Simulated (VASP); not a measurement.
Input of a VASP 6.6.1 run:

The input POSCAR:

```
C
1.0
    2.5098430141      0.0000000000      0.0000000000
   -1.2549215070      2.1735878097      0.0000000000
    0.0000000000      0.0000000000      8.2802488779
C
8
Direct
    0.0000000000      0.0000000000      0.0008143040
    0.3333333333      0.6666666667      0.2492477410
    0.0000000000      0.0000000000      0.5008143040
    0.6666666667      0.3333333333      0.7492477410
    0.0000000000      0.0000000000      0.1866856960
    0.3333333333      0.6666666667      0.4382522590
    0.0000000000      0.0000000000      0.6866856960
    0.6666666667      0.3333333333      0.9382522590
```

File INCAR.step1:

```
PREC = Accurate ; ENCUT = 1430
ISMEAR = 0 ; SIGMA = 0.01
LREAL = False ; LASPH = True
NELM = 120 ; NBANDS = 26
GGA = PE ; ALGO = Normal
EDIFF = 1E-5 ; LWAVE = True
LCHARG = False ; GGA_COMPAT = False
```

File INCAR.step2:

```
PREC = Accurate ; ENCUT = 1430
EDIFF = 1E-6 ; ISMEAR = 0
SIGMA = 0.01 ; LREAL = False
LASPH = True ; NELM = 120
ALGO = Normal ; ISIF = 2
LWAVE = False ; LCHARG = False
METAGGA = R2SCAN ; LMIXTAU = True
NBANDS = 26 ; ISTART = 1
GGA_COMPAT = False
```

File KPOINTS:

```
Automatic mesh
0
Gamma
  9 9 4
```

Potentials or basis: VASP PAW PBE potentials, release 64 (C_h).

The run is started by

```sh
$ cat potpaw_PBE.64/C_h/POTCAR > POTCAR
$ cp INCAR.step1 INCAR
$ mpirun -np 1 vasp_std > vasp.out
$ cp INCAR.step2 INCAR
$ mpirun -np 1 vasp_std > vasp.out
```

Q: What does it give for the pressure?

A: -0.6 GPa.

Q: What does it give for the band gap on the k mesh?

A: 4.82 eV (least direct gap 5.59 eV).

Q: Estimate the largest force.

A: 0.003 eV/Å.

Forces in eV/Å, atoms in the order of the input:
```
C    0.000  0.000 -0.001
C    0.000  0.000 -0.003
C    0.000  0.000 -0.001
C    0.000  0.000 -0.003
C    0.000  0.000  0.001
C    0.000  0.000  0.003
C    0.000  0.000  0.001
C    0.000  0.000  0.003
```

Caveat: the PAW data sets were made with another functional, which shifts forces and pressure a little. A k mesh can miss the band edges.
